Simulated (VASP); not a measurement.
# Ba (Cmce) in VASP: single point with PBE

Aim: the single point of Ba with PBE.

All numbers are computed with VASP 6.6.1; they aren't measurements. Logs are shortened: lines on timing, memory, paths and dates and some standing lists are left out, and cuts for length are marked.

### 1 The cell of the first run

The structure is orthorhombic, space group Cmce (No. 64). Conventional cell: a = 5.060 Å, b = 16.051 Å, c = 6.696 Å, α = 90.00°, β = 90.00°, γ = 90.00°. Ba (site symmetry m) has 3 Ba at 3.32 to 3.37 Å within 4.4 Å.

### 2 Single point, PBE

The input, INCAR:

```
SYSTEM = Ba
PREC     = Accurate       ! precision mode
ENCUT    = 520            ! plane-wave cutoff, eV
EDIFF    = 1E-6           ! SCF threshold, eV
ISMEAR   = 0              ! smearing method
SIGMA    = 0.1            ! smearing width, eV
LREAL    = .FALSE.        ! projectors in reciprocal space
LASPH    = .TRUE.         ! aspherical terms in the spheres
NELM     = 60             ! most SCF steps
ALGO     = Fast           ! electronic algorithm
ISIF     = 2              ! what is computed and relaxed
LWAVE    = .FALSE.        ! write WAVECAR
LCHARG   = .FALSE.        ! write CHGCAR
GGA      = PE             ! functional
NBANDS   = 28             ! bands
```

The input, KPOINTS:

```
Automatic mesh
0
G
  4 4 4
  0 0 0
```

The input, POSCAR:

```
Ba
1.0
    2.5299473829     -8.0255128460      0.0000000000
    2.5299473829      8.0255128460      0.0000000000
    0.0000000000      0.0000000000      6.6955707173
Ba
4
Direct
    0.0980000000      0.9020000000      0.9100000000
    0.5980000000      0.4020000000      0.5900000000
    0.9020000000      0.0980000000      0.0900000000
    0.4020000000      0.5980000000      0.4100000000
```

Potentials or basis: VASP PAW PBE potentials, release 64 (Ba_sv).

The run is started by

```sh
cat potpaw_PBE.64/Ba_sv/POTCAR > POTCAR
mpirun -np 1 vasp_std > vasp.out
```

OUTCAR:

```text
SYSTEM = Ba
   PREC = Accurate
   ENCUT = 520
   EDIFF = 1E-6
   ISMEAR = 0
   LREAL = .FALSE.
   LASPH = .TRUE.
   NELM = 60
   ISIF = 2
   GGA = PE

 ion  position               nearest neighbor table
   1  0.098  0.902  0.910-   2 3.32   2 3.32   3 3.37
   2  0.598  0.402  0.590-   1 3.32   1 3.32   4 3.37
   3  0.902  0.098  0.090-   4 3.32   4 3.32   1 3.37
   4  0.402  0.598  0.410-   3 3.32   3 3.32   2 3.37

  LATTYP: Found a base centered orthorhombic cell.
 ALAT       =     5.0598947658
 B/A-ratio  =     3.1722054380
 C/A-ratio  =     1.3232628399

  Lattice vectors:

 A1 = (   2.5299473829,  -8.0255128460,   0.0000000000)
 A2 = (   2.5299473829,   8.0255128460,   0.0000000000)
 A3 = (   0.0000000000,   0.0000000000,   6.6955707173)

Analysis of symmetry for initial positions (statically):
=====================================================================
 Subroutine PRICEL returns:
 Original cell was already a primitive cell.

 Routine SETGRP: Setting up the symmetry group for a
 base centered orthorhombic supercell.

 Subroutine GETGRP returns: Found  8 space group operations
 (whereof  4 operations were pure point group operations)
 out of a pool of  8 trial point group operations.

The static configuration has the point symmetry C_2h.
 The point group associated with its full space group is D_2h.

Analysis of symmetry for dynamics (positions and initial velocities):
=====================================================================
 Subroutine PRICEL returns:
 Original cell was already a primitive cell.

 Routine SETGRP: Setting up the symmetry group for a
 base centered orthorhombic supercell.

 Subroutine GETGRP returns: Found  8 space group operations
 (whereof  4 operations were pure point group operations)
 out of a pool of  8 trial point group operations.

The dynamic configuration has the point symmetry C_2h.
 The point group associated with its full space group is D_2h.

 Subroutine INISYM returns: Found  8 space group operations
 (whereof  4 operations are pure point group operations),
 and found     1 'primitive' translations

----------------------------------------------------------------------------------------

                                     Primitive cell

  volume of cell :     271.8954

  direct lattice vectors                    reciprocal lattice vectors
     2.529947383 -8.025512846  0.000000000     0.197632569 -0.062301315  0.000000000
     2.529947383  8.025512846  0.000000000     0.197632569  0.062301315  0.000000000
     0.000000000  0.000000000  6.695570717     0.000000000  0.000000000  0.149352466

  length of vectors
     8.414837503  8.414837503  6.695570717     0.207219898  0.207219898  0.149352466

  position of ions in fractional coordinates (direct lattice)
     0.098000000  0.902000000  0.910000000
     0.598000000  0.402000000  0.590000000
     0.902000000  0.098000000  0.090000000
     0.402000000  0.598000000  0.410000000

  ion indices of the primitive-cell ions
   primitive index   ion index
                 1           1
                 2           2
                 3           3
                 4           4

----------------------------------------------------------------------------------------

 KPOINTS: Automatic mesh

Automatic generation of k-mesh.
 Grid dimensions read from file:
 generate k-points for:    4    4    4

 Generating k-lattice:

  Cartesian coordinates                     Fractional coordinates (reciprocal lattice)
     0.049408142 -0.015575329  0.000000000     0.250000000  0.000000000  0.000000000
     0.049408142  0.015575329  0.000000000     0.000000000  0.250000000  0.000000000
     0.000000000  0.000000000  0.037338117     0.000000000  0.000000000  0.250000000

  Length of vectors
     0.051804974  0.051804974  0.037338117

  Shift w.r.t. Gamma in fractional coordinates (k-lattice)
     0.000000000  0.000000000  0.000000000

 Subroutine IBZKPT returns following result:
 ===========================================

 Found     21 irreducible k-points:

 Following reciprocal coordinates:
            Coordinates               Weight
  0.000000  0.000000  0.000000      1.000000
  0.250000  0.000000  0.000000      4.000000
  0.500000  0.000000  0.000000      2.000000
  0.250000  0.250000  0.000000      2.000000
  0.500000  0.250000  0.000000      4.000000
 -0.250000  0.250000  0.000000      2.000000
[... 13 lines left out ...]
 -0.250000  0.250000  0.500000      2.000000
  0.500000  0.500000  0.500000      1.000000
   k-points           NKPTS =     21   k-points in BZ     NKDIM =     21   number of bands    NBANDS=     28
   number of dos      NEDOS =    301   number of ions     NIONS =      4
   total plane-waves  NPLWV = 204800
   dimension x,y,z NGX =    64 NGY =   64 NGZ =   50
   dimension x,y,z NGXF=   128 NGYF=  128 NGZF=  100
   ions per type =               4
   NGX,Y,Z   is equivalent  to a cutoff of  12.64, 12.64, 12.41 a.u.
   NGXF,Y,Z  is equivalent  to a cutoff of  25.29, 25.29, 24.83 a.u.
 SYSTEM =  Ba
   PREC   = accura    normal or accurate (medium, high low for compatibility)
   ISTART =      0    job   : 0-new  1-cont  2-samecut
   ICHARG =      2    charge: 1-file 2-atom 10-const
   ISPIN  =      1    spin polarized calculation?
   LNONCOLLINEAR =      F non collinear calculations
   LSORBIT =      F    spin-orbit coupling
   LASPH  =      T    aspherical Exc in radial PAW
   ENCUT  =  520.0 eV  38.22 Ry    6.18 a.u.  15.65 15.65 12.45*2*pi/ulx,y,z
   NELM   =     60;   NELMIN=  2; NELMDL= -5     # of ELM steps
   EDIFF  = 0.1E-05   stopping-criterion for ELM
   LREAL  =      F    real-space projection
[... 7 lines left out ...]
   TEBEG  =    0.0;   TEEND  =   0.0 temperature during run
   PSTRESS=    0.0 pullay stress
   NELECT =      40.0000    total number of electrons
   NUPDOWN=      -1.0000    fix difference up-down
   EMIN   =  10.00;   EMAX   =-10.00  energy-range for DOS
   EFERMI =   0.00;   METHOD = LEGACY
   ISMEAR =     0;   SIGMA  =   0.10  broadening in eV -4-tet -1-fermi 0-gaus
   EFERMI_NEDOS =   21; number of points for ismear=-14 and -15
   IALGO  =     68    algorithm
   IMIX   =      4    mixing-type and parameters
     AMIX     =   0.40;   BMIX     =  1.00
     AMIX_MAG =   1.60;   BMIX_MAG =  1.00
  volume/ion in A,a.u.               =      67.97       458.71
  Fermi-wavevector in a.u.,A,eV,Ry     =   0.864226  1.633151 10.162019  0.746887
  Thomas-Fermi vector in A             =   1.982292
   LORBIT       =      0    0 simple, 1 ext, 2 COOP (PROOUT), +10 PAW based schemes
   GGA     = PE    functional components
   LHFCALC =     F    Hartree Fock is set to
   AEXX    =    0.0000 exact exchange contribution
   IVDW    =     0    specifies the selected vdW correction
   LEPSILON=     F    determine dielectric tensor
   LRPA    =     F    only Hartree local field effects (RPA)
 non-spin polarized calculation
 RMM-DIIS sequential band-by-band and
 Gauss-broadening in eV      SIGMA  =   0.10
  energy-cutoff  :      520.00
  volume of cell :      271.90
 maximum number of plane-waves:      7344
 NGX is ok and might be reduce to    64
   NGX = 31   NGY = 31   NGZ = 25

 number of electron      39.9999997 magnetization

 Free energy of the ion-electron system (eV)
  ---------------------------------------------------
  ext. energy  EPLUGINS =         0.00000000
  ---------------------------------------------------
  free energy    TOTEN  =        -4.13367258 eV

  energy without entropy =       -4.07238055  energy(sigma->0) =       -4.10302657

 E-fermi :   1.0053     XC(G=0):  -6.9821

 val. band max:        1.0004991028   @ k =  -0.2500   0.2500   0.2500
 cond. band min:       1.0071395825   @ k =   0.0000   0.0000   0.0000
 fundamental gap:      0.0066404797
 Fermi energy:         1.0053119106

 k-point     1 :       0.0000    0.0000    0.0000
  band No.  band energies     occupation
      1     -28.2769      2.00000
      2     -28.1257      2.00000
      3     -27.9124      2.00000
      4     -27.7547      2.00000
      5     -14.0903      2.00000
      6     -13.9924      2.00000
[... 20 lines left out ...]
     27       2.8226      0.00000
     28       2.9418      0.00000

 k-point     2 :       0.2500    0.0000    0.0000
  band No.  band energies     occupation
      1     -28.2239      2.00000
      2     -28.0721      2.00000
      3     -27.9660      2.00000
      4     -27.8097      2.00000
      5     -14.0742      2.00000
      6     -14.0694      2.00000
[... 20 lines left out ...]
     27       2.7206      0.00000
     28       2.8081      0.00000

 k-point     3 :       0.5000    0.0000    0.0000
  band No.  band energies     occupation
      1     -28.0953      2.00000
      2     -28.0953      2.00000
      3     -27.9416      2.00000
      4     -27.9416      2.00000
      5     -14.0926      2.00000
      6     -14.0926      2.00000
[... 20 lines left out ...]
     27       2.7917      0.00000
     28       2.8506      0.00000

 k-point     4 :       0.2500    0.2500    0.0000
  band No.  band energies     occupation
      1     -28.0954      2.00000
      2     -28.0952      2.00000
      3     -27.9417      2.00000
      4     -27.9415      2.00000
      5     -14.0939      2.00000
      6     -14.0912      2.00000
[... 20 lines left out ...]
     27       2.7564      0.00000
     28       2.9547      0.00000

 k-point     5 :       0.5000    0.2500    0.0000
  band No.  band energies     occupation
      1     -28.2235      2.00000
      2     -28.0725      2.00000
      3     -27.9660      2.00000
      4     -27.8098      2.00000
      5     -14.0711      2.00000
      6     -14.0701      2.00000
[... 20 lines left out ...]
     27       2.7125      0.00000
     28       2.7555      0.00000

 k-point     6 :      -0.2500    0.2500    0.0000
  band No.  band energies     occupation
      1     -28.2766      2.00000
      2     -28.1260      2.00000
      3     -27.9123      2.00000
      4     -27.7548      2.00000
      5     -14.0865      2.00000
      6     -13.9938      2.00000
[... 370 lines left out ...]
      5     -14.0582      2.00000
      6     -14.0582      2.00000
[... 20 lines left out ...]
     27       2.8174      0.00000
     28       2.9874      0.00000

 k-point    19 :       0.5000    0.2500    0.5000
  band No.  band energies     occupation
      1     -28.1681      2.00000
      2     -28.1681      2.00000
      3     -27.8678      2.00000
      4     -27.8678      2.00000
      5     -14.0359      2.00000
      6     -14.0359      2.00000
[... 20 lines left out ...]
     27       2.7055      0.00000
     28       2.8765      0.00000

 k-point    20 :      -0.2500    0.2500    0.5000
  band No.  band energies     occupation
      1     -28.2155      2.00000
      2     -28.2155      2.00000
      3     -27.8195      2.00000
      4     -27.8195      2.00000
      5     -13.9206      2.00000
      6     -13.9206      2.00000
[... 20 lines left out ...]
     27       2.4819      0.00000
     28       2.4848      0.00000

 k-point    21 :       0.5000    0.5000    0.5000
  band No.  band energies     occupation
      1     -28.2154      2.00000
      2     -28.2154      2.00000
      3     -27.8196      2.00000
      4     -27.8196      2.00000
      5     -13.9207      2.00000
      6     -13.9207      2.00000
[... 20 lines left out ...]
     27       2.4814      0.00000
     28       2.4894      0.00000

------------------------ aborting loop because EDIFF is reached ----------------------------------------

  FORCE on cell =-STRESS in cart. coord.  units (eV):
  Direction    XX          YY          ZZ          XY          YZ          ZX
  --------------------------------------------------------------------------------------
  -------------------------------------------------------------------------------------
  Total        1.1695900      0.2956674      0.2108445      0.0000000      0.0000000      0.0000000
  in kB        6.8919536      1.7422567      1.2424275      0.0000000      0.0000000      0.0000000
  external PRESSURE =       3.2922126 kB  Pullay stress =       0.0000000 kB

 VOLUME and BASIS-vectors are now :
 -----------------------------------------------------------------------------
  energy-cutoff  :      520.00
  volume of cell :      271.90
      direct lattice vectors                 reciprocal lattice vectors
     2.529947383 -8.025512846  0.000000000     0.197632569 -0.062301315  0.000000000
     2.529947383  8.025512846  0.000000000     0.197632569  0.062301315  0.000000000
     0.000000000  0.000000000  6.695570717     0.000000000  0.000000000  0.149352466

 POSITION                                       TOTAL-FORCE (eV/Angst)
 -----------------------------------------------------------------------------------
      2.52995      6.45251      6.09297         0.000000     -0.782329      1.222655
      2.52995     -1.57300      3.95039         0.000000     -0.782329     -1.222655
      2.52995     -6.45251      0.60260         0.000000      0.782329     -1.222655
      2.52995      1.57300      2.74518         0.000000      0.782329      1.222655
 -----------------------------------------------------------------------------------
    total drift:                                0.000000     -0.000000      0.000000

  FREE ENERGIE OF THE ION-ELECTRON SYSTEM (eV)
  ---------------------------------------------------
  free  energy   TOTEN  =        -4.1336725829 eV

  energy  without entropy=       -4.0723805530  energy(sigma->0) =       -4.10302657
```

Wall time 8 min (1 thread of Oxide Virtual Turin-like, shared host); peak memory 0.45 GiB.

What came out:

```
Free energy            : -4.1337 eV
Pressure               : 0.3 GPa
Largest force          : 1.452 eV/Å
Band gap on the k mesh : zero (bands 20 and 21 overlap by 0.19 eV)
```

Forces on the atoms (eV/Å):
```
Ba   0.000 -0.782  1.223
Ba   0.000 -0.782 -1.223
Ba   0.000  0.782 -1.223
Ba   0.000  0.782  1.223
```

Stress tensor (GPa, compression positive):
```
0.69 0.00 0.00
0.00 0.17 0.00
0.00 0.00 0.12
```

Levels at points of the mesh, in eV from the Fermi level:
| k point | band 17 | band 18 | band 19 | band 20 | band 21 | band 22 | band 23 | band 24 |
| --- | --- | --- | --- | --- | --- | --- | --- | --- |
| (0.00, 0.00, 0.00) | -2.01 | -0.69 | -0.58 | 0.00 | 0.18 | 0.32 | 0.71 | 0.76 |
| (0.50, 0.00, 0.00) | -0.46 | -0.46 | -0.16 | -0.16 | 0.26 | 0.26 | 1.53 | 1.54 |
| (0.50, 0.50, 0.00) | -1.47 | -1.02 | -0.69 | -0.13 | -0.13 | 0.24 | 0.36 | 0.80 |
| (0.00, 0.00, 0.50) | -0.91 | -0.91 | -0.01 | -0.01 | 0.36 | 0.36 | 0.78 | 0.78 |
| (0.50, 0.00, 0.50) | -0.62 | -0.62 | -0.08 | -0.08 | 0.66 | 0.66 | 0.68 | 0.68 |
| (0.50, 0.50, 0.50) | -0.56 | -0.56 | -0.29 | -0.29 | 0.07 | 0.07 | 0.92 | 0.92 |

Caveat: spin-orbit coupling is left out, which moves the levels of the heavy elements; forces of over 1 eV/Å act on the atoms, so gaps and moduli don't describe the material at rest.
